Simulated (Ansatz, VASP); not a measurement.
**Two plane-wave programs on Ru**

```
Ru
1.0
     2.74639    0.00000    0.00000
    -1.37319    2.37844    0.00000
     0.00000    0.00000    4.41036
Ru
2
Direct
  0.33333 0.66667 0.25000
  0.66667 0.33333 0.75000
```

Change from the starting cell: strain +0.015 along x and y, +0.030 along z, atoms carried along.

Alike in both runs: task single point; functional PBE; k mesh 24 × 24 × 12; occupations gaussian, width 0.15 eV; no spin polarisation.

|  | VASP | Ansatz |
| --- | --- | --- |
| version | VASP 6.6.1 | Ansatz 0.2.0 |
| potentials or method | VASP PAW PBE potentials, release 64 (Ru_pv), cutoff 500 eV | scalar-relativistic, plane waves, PAW |
| valence electrons in the cell | 28 | 32 |

Ansatz gave:

```
gap on the k mesh at the Fermi level (eV)                     : none
pressure (GPa)                                                : -12.7
traceless stress, the component that is largest in VASP (GPa) : -5.14
```

Task: What did VASP give for the same quantities?

Result: gap on the k mesh at the Fermi level (eV): none; pressure (GPa): -12.8; traceless stress, the component that is largest in VASP (GPa): -5.12.

A gap of «none» marks a metal or a gap that the smearing closes. VASP's potentials hold 28 valence electrons a cell and Ansatz's 32, so a difference there can come from the potentials and not from the codes.
